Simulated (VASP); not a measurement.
# Mg2Sn (Fm-3m) in VASP: a series of runs

The runs below take Mg2Sn through elastic constants, with LDA.

Program: VASP 6.6.1. These are calculated values, not measurements. Logs are shortened: lines on timing, memory, paths and dates and some standing lists are left out, and cuts for length are marked.

### Step 1. The cell of the first run

It takes space group Fm-3m (No. 225, cubic). Conventional cell: a = 6.409 Å, b = 6.409 Å, c = 6.409 Å, α = 90.00°, β = 90.00°, γ = 90.00°. Within 3.7 Å of Mg (site symmetry -43m) lie 4 Sn at 2.78 Å and 6 Mg at 3.20 Å. Within 3.7 Å of Sn (site symmetry m-3m) lie 8 Mg at 2.78 Å.

### Step 2. Elastic constants, LDA

The input, INCAR:

```
ALGO = Normal
EDIFF = 1E-8
ENCUT = 600
GGA_COMPAT = False
IBRION = 6
ISIF = 3
ISMEAR = -1
LASPH = True
LCHARG = False
LREAL = False
LWAVE = False
NELM = 120
NFREE = 2
NSW = 1
POTIM = 0.015
PREC = Accurate
SIGMA = 0.1
```

The input, KPOINTS:

```
k-points
0
Gamma
  12 12 12
```

The input, POSCAR:

```
Mg2Sn
1.0
    0.0000000000      3.2045282963      3.2045282963
    3.2045282963      0.0000000000      3.2045282963
    3.2045282963      3.2045282963      0.0000000000
Mg Sn
2 1
Direct
    0.2500000000      0.2500000000      0.2500000000
    0.7500000000      0.7500000000      0.7500000000
    0.0000000000      0.0000000000      0.0000000000
```

Potentials or basis: VASP PAW LDA potentials, release 64 (Mg, Sn_d).

Command:

```sh
$ cat potpaw_LDA.64/Mg/POTCAR potpaw_LDA.64/Sn_d/POTCAR > POTCAR
$ mpirun -np 1 vasp_std > vasp.out
```

OUTCAR:

```text
EDIFF = 1E-8
   ENCUT = 600
   IBRION = 6
   ISIF = 3
   ISMEAR = -1
   LASPH = True
   LREAL = False
   NELM = 120
   NFREE = 2
   NSW = 1
   POTIM = 0.015
   PREC = Accurate

 ion  position               nearest neighbor table
   1  0.250  0.250  0.250-   3 2.78   3 2.78   3 2.78   3 2.78   2 3.20   2 3.20   2 3.20   2 3.20
                             2 3.20   2 3.20
   2  0.750  0.750  0.750-   3 2.78   3 2.78   3 2.78   3 2.78   1 3.20   1 3.20   1 3.20   1 3.20
                             1 3.20   1 3.20
   3  0.000  0.000  0.000-   1 2.78   2 2.78   2 2.78   2 2.78   2 2.78   1 2.78   1 2.78   1 2.78

  LATTYP: Found a face centered cubic cell.
 ALAT       =     6.4090565926

  Lattice vectors:

 A1 = (   0.0000000000,   3.2045282963,   3.2045282963)
 A2 = (   3.2045282963,   0.0000000000,   3.2045282963)
 A3 = (   3.2045282963,   3.2045282963,   0.0000000000)

Analysis of symmetry for initial positions (statically):
=====================================================================
 Subroutine PRICEL returns:
 Original cell was already a primitive cell.

 Routine SETGRP: Setting up the symmetry group for a
 face centered cubic supercell.

 Subroutine GETGRP returns: Found 48 space group operations
 (whereof 48 operations were pure point group operations)
 out of a pool of 48 trial point group operations.

The static configuration has the point symmetry O_h .

Analysis of symmetry for dynamics (positions and initial velocities):
=====================================================================
 Subroutine PRICEL returns:
 Original cell was already a primitive cell.

 Routine SETGRP: Setting up the symmetry group for a
 face centered cubic supercell.

 Subroutine GETGRP returns: Found 48 space group operations
 (whereof 48 operations were pure point group operations)
 out of a pool of 48 trial point group operations.

The dynamic configuration has the point symmetry O_h .

 Subroutine INISYM returns: Found 48 space group operations
 (whereof 48 operations are pure point group operations),
 and found     1 'primitive' translations

----------------------------------------------------------------------------------------

                                     Primitive cell

  volume of cell :      65.8146

  direct lattice vectors                    reciprocal lattice vectors
     0.000000000  3.204528296  3.204528296    -0.156029204  0.156029204  0.156029204
     3.204528296  0.000000000  3.204528296     0.156029204 -0.156029204  0.156029204
     3.204528296  3.204528296  0.000000000     0.156029204  0.156029204 -0.156029204

  length of vectors
     4.531887378  4.531887378  4.531887378     0.270250509  0.270250509  0.270250509

  position of ions in fractional coordinates (direct lattice)
     0.250000000  0.250000000  0.250000000
     0.750000000  0.750000000  0.750000000
     0.000000000  0.000000000  0.000000000

  ion indices of the primitive-cell ions
   primitive index   ion index
                 1           1
                 2           2
                 3           3

----------------------------------------------------------------------------------------

 KPOINTS: k-points

Automatic generation of k-mesh.
 Grid dimensions read from file:
 generate k-points for:   12   12   12

 Generating k-lattice:

  Cartesian coordinates                     Fractional coordinates (reciprocal lattice)
    -0.013002434  0.013002434  0.013002434     0.083333333  0.000000000  0.000000000
     0.013002434 -0.013002434  0.013002434     0.000000000  0.083333333  0.000000000
     0.013002434  0.013002434 -0.013002434     0.000000000  0.000000000  0.083333333

  Length of vectors
     0.022520876  0.022520876  0.022520876

  Shift w.r.t. Gamma in fractional coordinates (k-lattice)
     0.000000000  0.000000000  0.000000000

 Subroutine IBZKPT returns following result:
[... 69 lines left out ...]
     AMIX_MAG =   1.60;   BMIX_MAG =  1.00
  volume/ion in A,a.u.               =      21.94       148.05
  Fermi-wavevector in a.u.,A,eV,Ry     =   1.062653  2.008123 15.364132  1.129232
  Thomas-Fermi vector in A             =   2.198111
   LORBIT       =      0    0 simple, 1 ext, 2 COOP (PROOUT), +10 PAW based schemes
   GGA     = CA    functional components
   LHFCALC =     F    Hartree Fock is set to
   AEXX    =    0.0000 exact exchange contribution
   IVDW    =     0    specifies the selected vdW correction
   LEPSILON=     F    determine dielectric tensor
   LRPA    =     F    only Hartree local field effects (RPA)
 finite differences with symmetry
 non-spin polarized calculation
  energy-cutoff  :      600.00
  volume of cell :       65.81
 maximum number of plane-waves:      2214
   NGX = 19   NGY = 19   NGZ = 19

--------------------------------------- Ionic step        1  -------------------------------------------

 number of electron      18.0000005 magnetization

 Free energy of the ion-electron system (eV)
  ---------------------------------------------------
  ext. energy  EPLUGINS =         0.00000000
  ---------------------------------------------------
  free energy    TOTEN  =        -8.79560011 eV

  energy without entropy =       -8.78696724  energy(sigma->0) =       -8.79128367

------------------------ aborting loop because EDIFF is reached ----------------------------------------

  FORCE on cell =-STRESS in cart. coord.  units (eV):
  Direction    XX          YY          ZZ          XY          YZ          ZX
  --------------------------------------------------------------------------------------
  -------------------------------------------------------------------------------------
  Total        2.7509965      2.7509965      2.7509965      0.0000000      0.0000000      0.0000000
  in kB       66.9696902     66.9696902     66.9696902      0.0000000      0.0000000      0.0000000
  external PRESSURE =      66.9696902 kB  Pullay stress =       0.0000000 kB
[... 92 lines left out ...]
  FREE ENERGIE OF THE ION-ELECTRON SYSTEM (eV)
  ---------------------------------------------------
  free  energy   TOTEN  =        -8.7489465207 eV

  energy  without entropy=       -8.7403512458  energy(sigma->0) =       -8.74464888

[... ionic steps 4 to 14 ...]

--------------------------------------- Ionic step       15  -------------------------------------------

 number of electron      18.0000005 magnetization

------------------------ aborting loop because EDIFF is reached ----------------------------------------
[... 69 lines left out ...]
--------------------------------------- Ionic step       17  -------------------------------------------

 number of electron      18.0000003 magnetization

 Free energy of the ion-electron system (eV)
  ---------------------------------------------------
  ext. energy  EPLUGINS =         0.00000000
  ---------------------------------------------------
  free energy    TOTEN  =        -8.79477919 eV

  energy without entropy =       -8.78614621  energy(sigma->0) =       -8.79046270

 E-fermi :   5.2997     XC(G=0):  -9.5915

 val. band max:        5.2909913134   @ k =   0.0000   0.0000   0.0000
 cond. band min:       5.3852218287   @ k =   0.5000   0.5000   0.0000
 fundamental gap:      0.0942305152
 Fermi energy:         5.2997149587

 k-point     1 :       0.0000    0.0000    0.0000
  band No.  band energies     occupation
      1     -15.7126      2.00000
      2     -15.7126      2.00000
      3     -15.7126      2.00000
      4     -15.6523      2.00000
      5     -15.6523      2.00000
      6      -4.6249      2.00000
      7       5.2905      1.04592
      8       5.2905      1.04592
      9       5.2910      1.04359
     10       7.5513      0.00000
     11       7.7208      0.00000
     12       7.7211      0.00000
     13       7.7211      0.00000
[... 354 lines left out ...]
  band No.  band energies     occupation
      1     -15.7106      2.00000
      2     -15.7071      2.00000
      3     -15.7050      2.00000
      4     -15.6519      2.00000
      5     -15.6506      2.00000
      6      -2.9347      2.00000
      7       0.1948      2.00000
      8       2.7969      2.00000
      9       4.0217      1.99999
     10       6.6662      0.00000
     11       8.4184      0.00000
     12       8.5129      0.00000
     13      10.9239      0.00000

 [... further k-points ...]

------------------------ aborting loop because EDIFF is reached ----------------------------------------

  FORCE on cell =-STRESS in cart. coord.  units (eV):
  Direction    XX          YY          ZZ          XY          YZ          ZX
  --------------------------------------------------------------------------------------
  -------------------------------------------------------------------------------------
  Total        2.7506508      2.7536475      2.7536475      0.0000000     -0.0000000      0.0000000
  in kB       66.9612740     67.0342268     67.0342268      0.0000000     -0.0000000      0.0000000
  external PRESSURE =      67.0099092 kB  Pullay stress =       0.0000000 kB
[... 18 lines left out ...]
  FREE ENERGIE OF THE ION-ELECTRON SYSTEM (eV)
  ---------------------------------------------------
  free  energy   TOTEN  =        -8.7947791896 eV

  energy  without entropy=       -8.7861462112  energy(sigma->0) =       -8.79046270

 INTERNAL STRAIN TENSORS FROM STRAINED CELLS
 ============================================

 INTERNAL STRAIN TENSOR FOR ION    1 for displacements in x,y,z  (eV/Angst):
          X           Y           Z          XY          YZ          ZX
  --------------------------------------------------------------------------------
  x     0.00000    -0.00000     0.00000     0.00000    -4.76933     0.00000
  y    -0.00000    -0.00000     0.00000     0.00000     0.00000    -4.76935
  z    -0.00000    -0.00000    -0.00000    -4.76924    -0.00000     0.00000

 INTERNAL STRAIN TENSORS FROM DISPLACED ATOMS
 ============================================

 INTERNAL STRAIN TENSOR FOR ION    1 for displacements in x,y,z  (eV/Angst):
          X           Y           Z          XY          YZ          ZX
  --------------------------------------------------------------------------------
  x    -0.00000     0.00000     0.00000     0.00000    -4.80719     0.00000
  y     0.00000    -0.00000     0.00000     0.00000     0.00000    -4.80719
  z     0.00000     0.00000    -0.00000    -4.80719     0.00000     0.00000

 INTERNAL STRAIN TENSOR FOR ION    3 for displacements in x,y,z  (eV/Angst):
          X           Y           Z          XY          YZ          ZX
  --------------------------------------------------------------------------------
  x     0.00000     0.00000     0.00000     0.00000     0.00000     0.00000
  y     0.00000     0.00000     0.00000     0.00000     0.00000     0.00000
  z     0.00000     0.00000     0.00000     0.00000     0.00000     0.00000

 Eigenvectors and eigenvalues of the dynamical matrix
 ----------------------------------------------------

   1 f  =    7.844553 THz    49.288781 2PiTHz  261.666126 cm-1    32.442450 meV
             X         Y         Z           dx          dy          dz
      1.602264  1.602264  1.602264    -0.129843    0.144340    0.679931
      4.806792  4.806792  4.806792     0.129843   -0.144340   -0.679931
      0.000000  0.000000  0.000000    -0.000000   -0.000000    0.000000
[... 43 lines left out ...]
   9 f/i=    0.004499 THz     0.028265 2PiTHz    0.150057 cm-1     0.018605 meV
             X         Y         Z           dx          dy          dz
      1.602264  1.602264  1.602264     0.158474    0.196287   -0.286186
      4.806792  4.806792  4.806792     0.158474    0.196287   -0.286186
      0.000000  0.000000  0.000000     0.349748    0.433199   -0.631605

--------------------------------------------------------------------------------------------------------

 ELASTIC MODULI CONTR FROM IONIC RELAXATION (kBar)
 Direction    XX          YY          ZZ          XY          YZ          ZX
 --------------------------------------------------------------------------------
 XX          -0.0000     -0.0000     -0.0000     -0.0000     -0.0000     -0.0000
 YY          -0.0000     -0.0000     -0.0000     -0.0000     -0.0000     -0.0000
 ZZ          -0.0000     -0.0000     -0.0000     -0.0000     -0.0000     -0.0000
 XY          -0.0000     -0.0000     -0.0000   -183.8529     -0.0000     -0.0000
 YZ          -0.0000     -0.0000     -0.0000     -0.0000   -183.8529     -0.0000
 ZX          -0.0000     -0.0000     -0.0000     -0.0000     -0.0000   -183.8529
 --------------------------------------------------------------------------------

 TOTAL ELASTIC MODULI (kBar)
 Direction    XX          YY          ZZ          XY          YZ          ZX
 --------------------------------------------------------------------------------
 XX        1078.5780    476.4573    476.4573     -0.0000      0.0000      0.0000
 YY         476.4573   1078.5780    476.4573     -0.0000      0.0000     -0.0000
 ZZ         476.4573    476.4573   1078.5780     -0.0000     -0.0000     -0.0000
 XY          -0.0000     -0.0000     -0.0000    409.2899     -0.0000     -0.0000
 YZ           0.0000      0.0000     -0.0000     -0.0000    409.2899     -0.0000
 ZX           0.0000     -0.0000     -0.0000     -0.0000     -0.0000    409.2899
 --------------------------------------------------------------------------------
```

Wall time 29 min (1 thread of AMD EPYC 9R45 (Zen 5), shared host); peak memory 0.87 GiB.

Results:

```
Elastic constants C11, C12, C44 : 108, 48, 41 GPa
Voigt bulk modulus              : 68 GPa
Highest phonon frequency at Γ   : 262 cm⁻¹
```

Phonon frequencies in cm⁻¹ (negative: imaginary):
```tsv
q point	frequencies
(0.000, 0.000, 0.000)	0 0 0 239 239 239 262 262 262
```

Elastic tensor in Voigt notation (GPa, in the Cartesian axes of the cell as first typed):
```
108  48  48   0   0   0
 48 108  48   0   0   0
 48  48 108   0   0   0
  0   0   0  41   0   0
  0   0   0   0  41   0
  0   0   0   0   0  41
```

Clamped-ion elastic tensor (GPa):
```
108  48  48   0   0   0
 48 108  48   0   0   0
 48  48 108   0   0   0
  0   0   0  59   0   0
  0   0   0   0  59   0
  0   0   0   0   0  59
```

Caveat: the cell is under stress, which shifts elastic constants; spin-orbit coupling is left out, which moves the levels of the heavy elements.

### Step 3. Elastic constants, LDA

This run uses another cell than the first one, of 23.73 Å³/atom.

The input, INCAR:

```
SYSTEM = Mg2Sn
ALGO = Normal ; EDIFF = 1E-8
ENCUT = 600 ; GGA = CA
GGA_COMPAT = .False. ; IBRION = 6
ISIF = 3 ; ISMEAR = -1
LASPH = .True. ; LCHARG = .False.
LREAL = .False. ; LWAVE = .False.
NELM = 120 ; NFREE = 2
NSW = 1 ; POTIM = 0.015
PREC = Accurate ; SIGMA = 0.1
```

The input, KPOINTS:

```
k-points
0
Gamma
  12 12 12
  0 0 0
```

The input, POSCAR:

```
Mg2Sn
1.0
    0.0000000000      3.2892713507      3.2892713507
    3.2892713507      0.0000000000      3.2892713507
    3.2892713507      3.2892713507      0.0000000000
Mg Sn
2 1
Direct
    0.2500000000      0.2500000000      0.2500000000
    0.7500000000      0.7500000000      0.7500000000
    0.0000000000      0.0000000000      0.0000000000
```

Potentials or basis: VASP PAW LDA potentials, release 64 (Mg, Sn_d).

Command:

```sh
$ cat potpaw_LDA.64/Mg/POTCAR potpaw_LDA.64/Sn_d/POTCAR > POTCAR
$ mpirun -np 1 vasp_std > vasp.out
```

Run time: 30 min. Hardware: 1 thread of AMD EPYC 9R45 (Zen 5), shared host; peak memory 0.96 GiB.

The run converged. Its results:

```
Elastic constants C11, C12, C44 : 89, 35, 36 GPa
Voigt bulk modulus              : 53 GPa
Highest phonon frequency at Γ   : 233 cm⁻¹
```

Phonon frequencies in cm⁻¹ (negative: imaginary):
```tsv
q point	frequencies
(0.000, 0.000, 0.000)	0 0 0 210 210 210 233 233 233
```

Elastic tensor in Voigt notation (GPa, in the Cartesian axes of the cell as first typed):
```
89 35 35  0  0  0
35 89 35  0  0  0
35 35 89  0  0  0
 0  0  0 36  0  0
 0  0  0  0 36  0
 0  0  0  0  0 36
```

Clamped-ion elastic tensor (GPa):
```
89 35 35  0  0  0
35 89 35  0  0  0
35 35 89  0  0  0
 0  0  0 46  0  0
 0  0  0  0 46  0
 0  0  0  0  0 46
```

Caveat: the cell is under stress, which shifts elastic constants; spin-orbit coupling is left out, which moves the levels of the heavy elements.
